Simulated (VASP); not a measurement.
Crystal: CdSe.

```xyz
2
Lattice="0.0000 2.8740 2.8740 2.8740 0.0000 2.8740 2.8740 2.8740 0.0000" Properties=species:S:1:pos:R:3 pbc="T T T"
Cd    0.0000    0.0000    0.0000
Se    2.8740    2.8740    2.8740
```

* Program: VASP 6.6.1
* Task: relaxation of cell and atoms
* Functional: PBEsol-based screened hybrid with 25 % exact exchange
* Potentials or basis: VASP PAW PBE potentials, release 64 (Cd, Se)
* Cutoff: 600 eV
* k mesh: 4 × 4 × 4
* Occupations: fermi-dirac, width 0.05 eV
* Spin: no spin polarisation

At the start: pressure -3.9 GPa; volume 23.74 Å³/atom.

How do energy, volume and symmetry change on relaxing?

Over 3 steps the energy falls by 17.3 meV/atom and the volume is 22.38 Å³/atom (-5.7 %); space group Fm-3m (No. 225, to 0.1 Å) before and after.

Step by step:
| step | energy change (eV) | largest force (eV/Å) | pressure (GPa) | volume (Å³) |
| --- | --- | --- | --- | --- |
| 1 | 0.0000 | 0.0000 | -3.88 | 47.48 |
| 2 | -0.0275 | 0.0000 | 2.06 | 43.64 |
| 3 | -0.0347 | 0.0000 | 0.00 | 44.77 |

Final structure:
```
Cd Se
1.0
     0.00000    2.81825    2.81825
     2.81825    0.00000    2.81825
     2.81825    2.81825    0.00000
Cd Se
1 1
Direct
  0.00000 0.00000 0.00000
  0.50000 0.50000 0.50000
```

Caveat: the k points lie up to 0.48 Å⁻¹ apart in the final cell; the PAW data sets were made with another functional, which shifts forces and pressure a little.
